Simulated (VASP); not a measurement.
# Pt (Fm-3m) in VASP: notebook

The runs below take Pt through single point, with PBE.

Everything below comes from runs of VASP 6.6.1. Logs are shortened: lines on timing, memory, paths and dates and some standing lists are left out, and cuts for length are marked.

**1. The cell of the first run**

Symmetry: Fm-3m, No. 225, cubic system. Conventional cell: a = 3.972 Å, b = 3.972 Å, c = 3.972 Å, α = 90.00°, β = 90.00°, γ = 90.00°. Pt (site symmetry m-3m) has 12 Pt at 2.81 Å within 3.7 Å.

**2. Single point, PBE**

The input, INCAR:

```
PREC = Accurate ; ENCUT = 520
EDIFF = 1E-7 ; ISMEAR = -1
SIGMA = 0.6 ; LREAL = False
LASPH = True ; NELM = 100
ALGO = Normal ; ISIF = 2
LWAVE = False ; LCHARG = True
GGA = PE ; LELF = True
LVHAR = True ; NBANDS = 11
```

The input, KPOINTS:

```
Automatic mesh
0
Gamma
  14 14 14
```

The input, POSCAR:

```
Pt
1.0
    0.0000000000      1.9857786488      1.9857786488
    1.9857786488      0.0000000000      1.9857786488
    1.9857786488      1.9857786488      0.0000000000
Pt
1
Direct
    0.0000000000      0.0000000000      0.0000000000
```

Potentials or basis: VASP PAW PBE potentials, release 64 (Pt).

Launch:

```bash
cat potpaw_PBE.64/Pt/POTCAR > POTCAR
mpirun -np 1 vasp_std > vasp.out
```

OUTCAR:

```text
PREC = Accurate
   ENCUT = 520
   EDIFF = 1E-7
   ISMEAR = -1
   LREAL = False
   LASPH = True
   NELM = 100
   ISIF = 2
   GGA = PE

 ion  position               nearest neighbor table
   1  0.000  0.000  0.000-

  LATTYP: Found a face centered cubic cell.
 ALAT       =     3.9715572976

  Lattice vectors:

 A1 = (   0.0000000000,   1.9857786488,   1.9857786488)
 A2 = (   1.9857786488,   0.0000000000,   1.9857786488)
 A3 = (   1.9857786488,   1.9857786488,   0.0000000000)

Analysis of symmetry for initial positions (statically):
=====================================================================
 Subroutine PRICEL returns:
 Original cell was already a primitive cell.

 Routine SETGRP: Setting up the symmetry group for a
 face centered cubic supercell.

 Subroutine GETGRP returns: Found 48 space group operations
 (whereof 48 operations were pure point group operations)
 out of a pool of 48 trial point group operations.

The static configuration has the point symmetry O_h .

Analysis of symmetry for dynamics (positions and initial velocities):
=====================================================================
 Subroutine PRICEL returns:
 Original cell was already a primitive cell.

 Routine SETGRP: Setting up the symmetry group for a
 face centered cubic supercell.

 Subroutine GETGRP returns: Found 48 space group operations
 (whereof 48 operations were pure point group operations)
 out of a pool of 48 trial point group operations.

The dynamic configuration has the point symmetry O_h .

 Subroutine INISYM returns: Found 48 space group operations
 (whereof 48 operations are pure point group operations),
 and found     1 'primitive' translations

----------------------------------------------------------------------------------------

                                     Primitive cell

  volume of cell :      15.6611

  direct lattice vectors                    reciprocal lattice vectors
     0.000000000  1.985778649  1.985778649    -0.251790400  0.251790400  0.251790400
     1.985778649  0.000000000  1.985778649     0.251790400 -0.251790400  0.251790400
     1.985778649  1.985778649  0.000000000     0.251790400  0.251790400 -0.251790400

  length of vectors
     2.808315097  2.808315097  2.808315097     0.436113765  0.436113765  0.436113765

  position of ions in fractional coordinates (direct lattice)
     0.000000000  0.000000000  0.000000000

[... 74 lines left out ...]
   NELM   =    100;   NELMIN=  2; NELMDL= -5     # of ELM steps
   EDIFF  = 0.1E-06   stopping-criterion for ELM
   LREAL  =      F    real-space projection
   EDIFFG = 0.1E-05   stopping-criterion for IOM
   NSW    =      0    number of steps for IOM
   IBRION =     -1    ionic relax: 0-MD 1-quasi-New 2-CG
   NFREE  =      0    steps in history (QN), initial steepest desc. (CG)
   ISIF   =      2    stress and relaxation
   ISYM   =      2    0-nonsym 1-usesym 2-fastsym
   POTIM  = 0.5000    time-step for ionic-motion
   TEBEG  =    0.0;   TEEND  =   0.0 temperature during run
   PSTRESS=    0.0 pullay stress
   NELECT =      10.0000    total number of electrons
   NUPDOWN=      -1.0000    fix difference up-down
   EMIN   =  10.00;   EMAX   =-10.00  energy-range for DOS
   EFERMI =   0.00;   METHOD = LEGACY
   ISMEAR =    -1;   SIGMA  =   0.60  broadening in eV -4-tet -1-fermi 0-gaus
   EFERMI_NEDOS =   21; number of points for ismear=-14 and -15
   IALGO  =     38    algorithm
   IMIX   =      4    mixing-type and parameters
     AMIX     =   0.40;   BMIX     =  1.00
     AMIX_MAG =   1.60;   BMIX_MAG =  1.00
  volume/ion in A,a.u.               =      15.66       105.69
  Fermi-wavevector in a.u.,A,eV,Ry     =   1.409724  2.663991 27.039142  1.987321
  Thomas-Fermi vector in A             =   2.531750
   LORBIT       =      0    0 simple, 1 ext, 2 COOP (PROOUT), +10 PAW based schemes
   GGA     = PE    functional components
   LHFCALC =     F    Hartree Fock is set to
   AEXX    =    0.0000 exact exchange contribution
   IVDW    =     0    specifies the selected vdW correction
   LEPSILON=     F    determine dielectric tensor
   LRPA    =     F    only Hartree local field effects (RPA)
 non-spin polarized calculation
  energy-cutoff  :      520.00
  volume of cell :       15.66
 maximum number of plane-waves:       444
 NGX is ok and might be reduce to    24
   NGX = 11   NGY = 11   NGZ = 11

 number of electron      10.0000002 magnetization

 Free energy of the ion-electron system (eV)
  ---------------------------------------------------
  ext. energy  EPLUGINS =         0.00000000
  ---------------------------------------------------
  free energy    TOTEN  =        -6.75454042 eV

  energy without entropy =       -5.67009311  energy(sigma->0) =       -6.21231676

 E-fermi :  10.8701     XC(G=0): -13.2673

 val. band max:       10.8523759573   @ k =  -0.3571   0.4286   0.1429
 cond. band min:      10.8718205994   @ k =  -0.4286   0.4286   0.0714
 fundamental gap:      0.0194446421
 Fermi energy:        10.8701487519

 k-point     1 :       0.0000    0.0000    0.0000
  band No.  band energies     occupation
      1       0.7574      2.00000
      2       7.0006      1.99684
      3       7.0006      1.99684
      4       7.0006      1.99684
      5       9.0126      1.91345
      6       9.0126      1.91345
      7      25.3018      0.00000
      8      30.0379      0.00000
      9      30.0379      0.00000
     10      30.0379      0.00000
     11      35.2385      0.00000
[... 309 lines left out ...]
 k-point    24 :       0.2857    0.1429    0.0000
  band No.  band energies     occupation
      1       3.2160      1.99999
      2       5.9980      1.99941
      3       7.3238      1.99459
      4       7.8718      1.98658
      5       8.9321      1.92390
      6       9.7399      1.73608
      7      24.5277      0.00000
      8      27.7589      0.00000
      9      29.0763      0.00000
     10      30.5497      0.00000
     11      34.2546      0.00000

 [... further k-points ...]
[... 5 lines left out ...]
  --------------------------------------------------------------------------------------
  -------------------------------------------------------------------------------------
  Total        0.5747221      0.5747221      0.5747221      0.0000000      0.0000000      0.0000000
  in kB       58.7957595     58.7957595     58.7957595      0.0000000      0.0000000      0.0000000
  external PRESSURE =      58.7957595 kB  Pullay stress =       0.0000000 kB

 VOLUME and BASIS-vectors are now :
 -----------------------------------------------------------------------------
  energy-cutoff  :      520.00
  volume of cell :       15.66
      direct lattice vectors                 reciprocal lattice vectors
     0.000000000  1.985778649  1.985778649    -0.251790400  0.251790400  0.251790400
     1.985778649  0.000000000  1.985778649     0.251790400 -0.251790400  0.251790400
     1.985778649  1.985778649  0.000000000     0.251790400  0.251790400 -0.251790400

 POSITION                                       TOTAL-FORCE (eV/Angst)
 -----------------------------------------------------------------------------------
      0.00000      0.00000      0.00000        -0.000000     -0.000000     -0.000000
 -----------------------------------------------------------------------------------
    total drift:                               -0.000000      0.000000      0.000000

  FREE ENERGIE OF THE ION-ELECTRON SYSTEM (eV)
  ---------------------------------------------------
  free  energy   TOTEN  =        -6.7545404171 eV

  energy  without entropy=       -5.6700931107  energy(sigma->0) =       -6.21231676
```

OSZICAR:

```text
N       E                     dE             d eps       ncg     rms          rms(c)
DAV:   1     0.404791745926E+02    0.40479E+02   -0.53307E+03  2344   0.840E+02
DAV:   2    -0.650393591943E+01   -0.46983E+02   -0.45006E+02  2635   0.176E+02
DAV:   3    -0.712835626930E+01   -0.62442E+00   -0.62224E+00  2618   0.195E+01
DAV:   4    -0.713090212170E+01   -0.25459E-02   -0.25457E-02  2618   0.146E+00
DAV:   5    -0.713092317336E+01   -0.21052E-04   -0.21051E-04  2689   0.125E-01    0.124E+01
DAV:   6    -0.679399697686E+01    0.33693E+00   -0.77859E-01  2471   0.707E+00    0.673E+00
DAV:   7    -0.675791331026E+01    0.36084E-01   -0.13208E-01  2606   0.285E+00    0.264E+00
DAV:   8    -0.675468188646E+01    0.32314E-02   -0.53990E-03  2492   0.628E-01    0.515E-01
DAV:   9    -0.675453648425E+01    0.14540E-03   -0.11673E-04  2579   0.949E-02    0.429E-02
DAV:  10    -0.675454050489E+01   -0.40206E-05   -0.38756E-06  2875   0.153E-02    0.423E-03
DAV:  11    -0.675454040299E+01    0.10190E-06   -0.42530E-08  2239   0.185E-03    0.993E-04
DAV:  12    -0.675454041712E+01   -0.14135E-07   -0.27918E-09  1351   0.361E-04
   1 F= -.67545404E+01 E0= -.62123168E+01  d E =-.108445E+01
```

It took 19 s on 1 thread of AMD EPYC 7R13, shared host; peak memory 0.15 GiB.

What came out:

```
Free energy            : -6.7545 eV
Pressure               : 5.9 GPa
Band gap on the k mesh : zero (band 5 reaches 11.02 eV, above the bottom of band 6 at 8.91 eV)
```

Caveat: spin-orbit coupling is left out, which moves the levels of the heavy elements.

**3. Single point, PBE**

The input, INCAR:

```
SYSTEM = Pt
ALGO = Normal ; EDIFF = 1E-6
ENCUT = 520 ; GGA = PE
ISIF = 2 ; ISMEAR = -1
LASPH = .TRUE. ; LCHARG = .FALSE.
LREAL = .FALSE. ; LWAVE = .FALSE.
NBANDS = 11 ; NELM = 60
PREC = Accurate ; SIGMA = 1.0
```

The input, KPOINTS:

```
k-points
0
G
  14 14 14
  0 0 0
```

POSCAR is that of step 2.

Potentials or basis: VASP PAW PBE potentials, release 64 (Pt).

Launch:

```bash
cat potpaw_PBE.64/Pt/POTCAR > POTCAR
mpirun -np 1 vasp_std > vasp.out
```

OUTCAR:

```text
SYSTEM = Pt
   EDIFF = 1E-6
   ENCUT = 520
   GGA = PE
   ISIF = 2
   ISMEAR = -1
   LASPH = .TRUE.
   LREAL = .FALSE.
   NELM = 60
   PREC = Accurate

 ion  position               nearest neighbor table
   1  0.000  0.000  0.000-

  LATTYP: Found a face centered cubic cell.
 ALAT       =     3.9715572976

  Lattice vectors:

 A1 = (   0.0000000000,   1.9857786488,   1.9857786488)
 A2 = (   1.9857786488,   0.0000000000,   1.9857786488)
 A3 = (   1.9857786488,   1.9857786488,   0.0000000000)

Analysis of symmetry for initial positions (statically):
=====================================================================
 Subroutine PRICEL returns:
 Original cell was already a primitive cell.

 Routine SETGRP: Setting up the symmetry group for a
 face centered cubic supercell.

 Subroutine GETGRP returns: Found 48 space group operations
 (whereof 48 operations were pure point group operations)
 out of a pool of 48 trial point group operations.

The static configuration has the point symmetry O_h .

Analysis of symmetry for dynamics (positions and initial velocities):
=====================================================================
 Subroutine PRICEL returns:
 Original cell was already a primitive cell.

 Routine SETGRP: Setting up the symmetry group for a
 face centered cubic supercell.

 Subroutine GETGRP returns: Found 48 space group operations
 (whereof 48 operations were pure point group operations)
 out of a pool of 48 trial point group operations.

The dynamic configuration has the point symmetry O_h .

 Subroutine INISYM returns: Found 48 space group operations
 (whereof 48 operations are pure point group operations),
 and found     1 'primitive' translations

----------------------------------------------------------------------------------------

                                     Primitive cell

  volume of cell :      15.6611

[... 106 lines left out ...]
     AMIX_MAG =   1.60;   BMIX_MAG =  1.00
  volume/ion in A,a.u.               =      15.66       105.69
  Fermi-wavevector in a.u.,A,eV,Ry     =   1.409724  2.663991 27.039142  1.987321
  Thomas-Fermi vector in A             =   2.531750
   LORBIT       =      0    0 simple, 1 ext, 2 COOP (PROOUT), +10 PAW based schemes
   GGA     = PE    functional components
   LHFCALC =     F    Hartree Fock is set to
   AEXX    =    0.0000 exact exchange contribution
   IVDW    =     0    specifies the selected vdW correction
   LEPSILON=     F    determine dielectric tensor
   LRPA    =     F    only Hartree local field effects (RPA)
 non-spin polarized calculation
  energy-cutoff  :      520.00
  volume of cell :       15.66
 maximum number of plane-waves:       444
 NGX is ok and might be reduce to    24
   NGX = 11   NGY = 11   NGZ = 11

 number of electron      10.0000002 magnetization

 Free energy of the ion-electron system (eV)
  ---------------------------------------------------
  ext. energy  EPLUGINS =         0.00000000
  ---------------------------------------------------
  free energy    TOTEN  =        -7.64235453 eV

  energy without entropy =       -5.01733824  energy(sigma->0) =       -6.32984638

 E-fermi :  11.2447     XC(G=0): -13.2719

 val. band max:       11.2346857279   @ k =   0.4286   0.2857   0.0714
 cond. band min:      11.2856760996   @ k =  -0.2143   0.2143   0.0714
 fundamental gap:      0.0509903718
 Fermi energy:        11.2447128204

 k-point     1 :       0.0000    0.0000    0.0000
  band No.  band energies     occupation
      1       0.7603      1.99994
      2       7.0007      1.97171
      3       7.0007      1.97171
      4       7.0007      1.97171
      5       9.0057      1.80739
      6       9.0057      1.80739
      7      25.3074      0.00000
      8      30.0364      0.00000
      9      30.0364      0.00000
     10      30.0364      0.00000
     11      35.2359      0.00000
[... 309 lines left out ...]
 k-point    24 :       0.2857    0.1429    0.0000
  band No.  band energies     occupation
      1       3.2186      1.99935
      2       5.9988      1.98952
      3       7.3204      1.96125
      4       7.8703      1.93379
      5       8.9298      1.82020
      6       9.7341      1.63830
      7      24.5271      0.00000
      8      27.7616      0.00000
      9      29.0770      0.00000
     10      30.5515      0.00000
     11      34.2548      0.00000

 [... further k-points ...]
[... 5 lines left out ...]
  --------------------------------------------------------------------------------------
  -------------------------------------------------------------------------------------
  Total        1.4696641      1.4696641      1.4696641      0.0000000     -0.0000000      0.0000000
  in kB      150.3509431    150.3509431    150.3509431      0.0000000     -0.0000000      0.0000000
  external PRESSURE =     150.3509431 kB  Pullay stress =       0.0000000 kB

 VOLUME and BASIS-vectors are now :
 -----------------------------------------------------------------------------
  energy-cutoff  :      520.00
  volume of cell :       15.66
      direct lattice vectors                 reciprocal lattice vectors
     0.000000000  1.985778649  1.985778649    -0.251790400  0.251790400  0.251790400
     1.985778649  0.000000000  1.985778649     0.251790400 -0.251790400  0.251790400
     1.985778649  1.985778649  0.000000000     0.251790400  0.251790400 -0.251790400

 POSITION                                       TOTAL-FORCE (eV/Angst)
 -----------------------------------------------------------------------------------
      0.00000      0.00000      0.00000         0.000000     -0.000000      0.000000
 -----------------------------------------------------------------------------------
    total drift:                               -0.000000     -0.000000     -0.000000

  FREE ENERGIE OF THE ION-ELECTRON SYSTEM (eV)
  ---------------------------------------------------
  free  energy   TOTEN  =        -7.6423545275 eV

  energy  without entropy=       -5.0173382373  energy(sigma->0) =       -6.32984638
```

stdout:

```text
POSCAR found type information on POSCAR Pt
 POSCAR found :  1 types and       1 ions
 scaLAPACK will be used
 LDA part: xc-table for (Slater+PW92), standard interpolation
 POSCAR, INCAR and KPOINTS ok, starting setup
 FFT: planning ... GRIDC
 FFT: planning ... GRID_SOFT
 FFT: planning ... GRID
 WAVECAR not read
 entering main loop
```

It took 17 s on 1 thread of AMD EPYC 7R13, shared host; peak memory 0.15 GiB.

Results:

```
Free energy            : -7.6424 eV
Pressure               : 15.0 GPa
Band gap on the k mesh : zero (band 5 reaches 11.02 eV, above the bottom of band 6 at 8.91 eV)
```

Caveat: spin-orbit coupling is left out, which moves the levels of the heavy elements.

**4. Single point, PBE**

The input, INCAR:

```
SYSTEM = Pt
ALGO = Normal
EDIFF = 1E-6
ENCUT = 520
GGA = PE
ISIF = 2
ISMEAR = 0
LASPH = .True.
LCHARG = .False.
LREAL = .False.
LWAVE = .False.
NBANDS = 11
NELM = 60
PREC = Accurate
SIGMA = 0.01
```

The input, KPOINTS:

```
k-points
0
Gamma
  14 14 14
  0 0 0
```

POSCAR is that of step 3.

Potentials or basis: VASP PAW PBE potentials, release 64 (Pt).

Launch:

```bash
cat potpaw_PBE.64/Pt/POTCAR > POTCAR
mpirun -np 1 vasp_std > vasp.out
```

OUTCAR:

```text
SYSTEM = Pt
   EDIFF = 1E-6
   ENCUT = 520
   GGA = PE
   ISIF = 2
   ISMEAR = 0
   LASPH = .True.
   LREAL = .False.
   NELM = 60
   PREC = Accurate

 ion  position               nearest neighbor table
   1  0.000  0.000  0.000-

  LATTYP: Found a face centered cubic cell.
 ALAT       =     3.9715572976

  Lattice vectors:

 A1 = (   0.0000000000,   1.9857786488,   1.9857786488)
 A2 = (   1.9857786488,   0.0000000000,   1.9857786488)
 A3 = (   1.9857786488,   1.9857786488,   0.0000000000)
[... 506 lines left out ...]
      2       5.9865      2.00000
      3       7.3203      2.00000
      4       7.8626      2.00000
      5       8.9250      2.00000
      6       9.7381      2.00000
      7      24.5310      0.00000
      8      27.7533      0.00000
      9      29.0759      0.00000
     10      30.5460      0.00000
     11      34.2556      0.00000

 [... further k-points ...]
[... 5 lines left out ...]
  --------------------------------------------------------------------------------------
  -------------------------------------------------------------------------------------
  Total       -0.0981400     -0.0981400     -0.0981400      0.0000000     -0.0000000     -0.0000000
  in kB      -10.0400112    -10.0400112    -10.0400112      0.0000000     -0.0000000     -0.0000000
  external PRESSURE =     -10.0400112 kB  Pullay stress =       0.0000000 kB

 VOLUME and BASIS-vectors are now :
 -----------------------------------------------------------------------------
  energy-cutoff  :      520.00
  volume of cell :       15.66
      direct lattice vectors                 reciprocal lattice vectors
     0.000000000  1.985778649  1.985778649    -0.251790400  0.251790400  0.251790400
     1.985778649  0.000000000  1.985778649     0.251790400 -0.251790400  0.251790400
     1.985778649  1.985778649  0.000000000     0.251790400  0.251790400 -0.251790400

 POSITION                                       TOTAL-FORCE (eV/Angst)
 -----------------------------------------------------------------------------------
      0.00000      0.00000      0.00000         0.000000      0.000000      0.000000
 -----------------------------------------------------------------------------------
    total drift:                               -0.000000      0.000000      0.000000

  FREE ENERGIE OF THE ION-ELECTRON SYSTEM (eV)
  ---------------------------------------------------
  free  energy   TOTEN  =        -6.1047473170 eV

  energy  without entropy=       -6.1045016793  energy(sigma->0) =       -6.10462450
```

stdout:

```text
POSCAR found type information on POSCAR Pt
 POSCAR found :  1 types and       1 ions
 scaLAPACK will be used
 LDA part: xc-table for (Slater+PW92), standard interpolation
 POSCAR, INCAR and KPOINTS ok, starting setup
 FFT: planning ... GRIDC
 FFT: planning ... GRID_SOFT
 FFT: planning ... GRID
 WAVECAR not read
 entering main loop
```

Wall time 17 s (1 thread of AMD EPYC 7R13, shared host); peak memory 0.15 GiB.

Results:

```yaml
Free_energy: -6.1047 eV
Pressure: -1.0 GPa
Band_gap_on_the_k_mesh: zero (band 5 reaches 11.01 eV, above the bottom of band 6 at 8.91 eV)
```

Caveat: spin-orbit coupling is left out, which moves the levels of the heavy elements.

**5. Overview**

| smearing | gap on the mesh (eV) | pressure (GPa) |
| --- | --- | --- |
| fermi-dirac 0.6 eV | none | 5.9 |
| fermi-dirac 1 eV | none | 15.0 |
| gaussian 0.01 eV | none | -1.0 |

Alike in all rows: task single point; level PBE; potentials or basis VASP PAW PBE potentials, release 64 (Pt); no spin polarisation; cell as given; k mesh 14 × 14 × 14; cutoff (eV) 520.

Every run on the cell as given and a fine mesh finds a metal.

Caveats: spin-orbit coupling is left out, which moves the levels of the heavy elements.

Total energies depend on the potentials used, so only differences within one code and one set of settings carry meaning.
